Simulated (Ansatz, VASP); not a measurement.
KC: VASP beside Ansatz

INCAR

```
SYSTEM = KC
  PREC = Accurate
  ENCUT = 600
  EDIFF = 1E-7
  ISMEAR = 0
  SIGMA = 0.1
  LREAL = .False.
  LASPH = .True.
  NELM = 120
  ALGO = Normal
  ISIF = 3
  LWAVE = .False.
  LCHARG = .False.
  GGA = PE
  IBRION = 2
  NSW = 90
  EDIFFG = -0.04
  GGA_COMPAT = .False.
  NELMIN = 4
```

Contents of KPOINTS:

```
Automatic mesh
0
Gamma
  6 6 6
  0 0 0
```

POSCAR

```
KC
1.0
    0.0000000000      2.8304919700      2.8304919700
    2.8304919700      0.0000000000      2.8304919700
    2.8304919700      2.8304919700      0.0000000000
K C
1 1
Direct
    0.0000000000      0.0000000000      0.0000000000
    0.2500000000      0.2500000000      0.2500000000
```

Input for Ansatz:

```yaml
crystal:
  lattice:
    - [0.0, 2.83049197, 2.83049197]
    - [2.83049197, 0.0, 2.83049197]
    - [2.83049197, 2.83049197, 0.0]
  atoms:
    - { symbol: K, position: [0.0, 0.0, 0.0] }
    - { symbol: C, position: [0.25, 0.25, 0.25] }
basis:
  ecutwfc: 420
kpoints:
  mp_grid: { grid: [6, 6, 6] }
hamiltonian:
  xc: pbe
scf:
  occupations: { method: gaussian, width: 0.1 }
  lower_state_search: "off"
output:
  forces: true
  stress: true
  eigenvalues: true
relax:
  adjacent_minimum: "off"
  f_tol: 0.04
  max_steps: 70
  cell: { stress_tol: 0.4 }
```

Change from the starting cell: species swapped into the BeS type (F-43m, No. 216).

Alike in both runs: task relaxation of cell and atoms; functional PBE; k mesh 6 × 6 × 6; occupations gaussian, width 0.1 eV; no spin polarisation.

|  | VASP | Ansatz |
| --- | --- | --- |
| version | VASP 6.6.1 | Ansatz 0.2.0 |
| potentials or method | VASP PAW PBE potentials, release 64 (K_sv, C), cutoff 600 eV | scalar-relativistic, plane waves, PAW |
| valence electrons in the cell | 13 | 13 |

```tsv
	VASP	Ansatz	Ansatz less VASP
gap on the k mesh at the Fermi level, each at its own relaxed structure (eV)	none	none	-
relaxed volume (Å³/atom)	35.03	34.95	-0.085
relaxed cell length with the largest relative difference (Å)	4.627	4.624	-0.0037
```

A gap of «none» marks a metal or a gap that the smearing closes.

Noted on VASP's run: the volume moved by over 15 % at a fixed basis, so the end points are rough.
